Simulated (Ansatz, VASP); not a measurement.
**TiO2 in VASP and in Ansatz**

File INCAR:

```
ALGO = Normal
EDIFF = 1E-7
ENCUT = 520
GGA = PE
ISIF = 2
ISMEAR = 0
LASPH = True
LCHARG = False
LDAU = True
LDAUJ = 0 0
LDAUL = 2 -1
LDAUPRINT = 1
LDAUTYPE = 2
LDAUU = 4 0
LMAXMIX = 4
LREAL = False
LWAVE = False
NBANDS = 33
NELM = 150
PREC = Accurate
SIGMA = 0.05
```

Contents of KPOINTS:

```
k-points
0
Gamma
  6 6 6
```

The input POSCAR:

```
TiO2
1.0
    2.6252399294     -2.6253128814     -0.0195896425
    2.6252399294      2.6253128814     -0.0195896425
   -2.5896256811      0.0000000000      4.7752202290
Ti O
2 4
Direct
    0.1250069486      0.8749930514      0.2500000000
    0.8749930514      0.1250069486      0.7500000000
    0.3332902468      0.0833135221      0.6665902155
    0.6667097532      0.9166864779      0.3334097845
    0.9166864779      0.6667097532      0.8334097845
    0.0833135221      0.3332902468      0.1665902155
```

Input for Ansatz:

```yaml
crystal:
  lattice:
    - [2.6252399294, -2.6253128814, -0.0195896425]
    - [2.6252399294, 2.6253128814, -0.0195896425]
    - [-2.5896256811, 0.0, 4.775220229]
  atoms:
    - { symbol: Ti, position: [0.1250069486, 0.8749930514, 0.25] }
    - { symbol: Ti, position: [0.8749930514, 0.1250069486, 0.75] }
    - { symbol: O, position: [0.3332902468, 0.0833135221, 0.6665902155] }
    - { symbol: O, position: [0.6667097532, 0.9166864779, 0.3334097845] }
    - { symbol: O, position: [0.9166864779, 0.6667097532, 0.8334097845] }
    - { symbol: O, position: [0.0833135221, 0.3332902468, 0.1665902155] }
basis:
  ecutwfc: 520.0
kpoints:
  mp_grid: { grid: [6, 6, 6] }
hamiltonian:
  xc: pbe
  pseudopotentials: { kind: paw, azcp: { folder: soft_1 } }
  hubbard: { sites: [{ species: Ti, l: d, u_eff: 4.0 }] }
scf:
  occupations: { method: gaussian, width: 0.05 }
output:
  forces: true
  stress: true
  eigenvalues: true
```

Alike in both runs: task single point; functional PBE; k mesh 6 × 6 × 6; occupations gaussian, width 0.05 eV; no spin polarisation; Hubbard terms Ti d U = 4.0 eV.

```csv
,VASP,Ansatz
version,VASP 6.6.1,Ansatz 0.2.0
potentials or method,"VASP PAW PBE potentials, release 64 (Ti_sv, O), cutoff 520 eV","scalar-relativistic, plane waves, PAW"
valence electrons in the cell,48,48
```

|  | VASP | Ansatz | Ansatz less VASP |
| --- | --- | --- | --- |
| gap on the k mesh at the Fermi level (eV) | 2.83 | 2.78 | -0.046 |
| least direct gap on the mesh (eV) | 3.18 | 3.13 | -0.058 |
| pressure (GPa) | 23.7 | 18.3 | -5.43 |
| traceless stress, the component that is largest in VASP (GPa) | -4.82 | -3.61 | +1.209 |
| rms of the force components (eV/Å) | 0.063 | 0.009 | -0.0539 |

The programs project onto different local orbitals, so the same U acts differently, and such runs can settle in different states. Atom by atom the forces differ by 0.072 eV/Å (rms over components).
